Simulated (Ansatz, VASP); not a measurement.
**CoMo in VASP and in Ansatz**

Contents of INCAR:

```
SYSTEM = CoMo
PREC = Accurate
ENCUT = 690
EDIFF = 1E-6
ISMEAR = -1
SIGMA = 0.05
LREAL = .FALSE.
LASPH = .TRUE.
NELM = 120
ALGO = Normal
ISIF = 2
LWAVE = .FALSE.
LCHARG = .FALSE.
NBANDS = 22
GGA_COMPAT = .FALSE.
```

The input KPOINTS:

```
regular mesh
0
G
  14 14 8
  0 0 0
```

The input POSCAR:

```
CoMo
1.0
    2.4154125412      0.0000000000      0.0000000000
   -1.2077062706      2.0918086213      0.0000000000
    0.0000000000      0.0000000000      3.7496971126
Co Mo
1 1
Direct
    0.6666666667      0.3333333333      0.5000000000
    0.3333333333      0.6666666667      0.0000000000
```

Input for Ansatz:

```yaml
crystal:
  lattice:
    - [2.4154125412, 0.0, 0.0]
    - [-1.2077062706, 2.0918086213, 0.0]
    - [0.0, 0.0, 3.7496971126]
  atoms:
    - { symbol: Co, position: [0.6666666667, 0.3333333333, 0.5] }
    - { symbol: Mo, position: [0.3333333333, 0.6666666667, 0.0] }
kpoints:
  mp_grid: { grid: [14, 14, 8] }
scf:
  occupations: { method: fermi_dirac, width: 0.05 }
hamiltonian:
  xc: lda
  pseudopotentials: { kind: paw }
output:
  forces: true
  stress: true
  eigenvalues: true
```

Change from the starting cell: volume scaled by 0.72, no spin polarisation, PAW files.

Alike in both runs: task single point; functional LDA; k mesh 14 × 14 × 8; occupations fermi-dirac, width 0.05 eV; no spin polarisation.

```csv
,VASP,Ansatz
version,VASP 6.6.1,Ansatz 0.2.0
potentials or method,"VASP PAW LDA potentials, release 64 (Co_sv, Mo_sv)","PAW with Ansatz's default frozen-core files, scalar-relativistic"
plane-wave cutoff (eV),690,420
valence electrons in the cell,31,31
```

|  | VASP | Ansatz | Ansatz less VASP |
| --- | --- | --- | --- |
| pressure (GPa) | 138.4 | 136.8 | -1.62 |
| traceless stress, the component that is largest in VASP (GPa) | 4.09 | 4.72 | +0.633 |

LDA's correlation is that of Perdew and Zunger in VASP and of Perdew and Wang (1992) in Ansatz. Both programs put the cell under a high pressure, so it lies far from rest at this level.

Noted on VASP's run: the cell as given lies far from equilibrium.
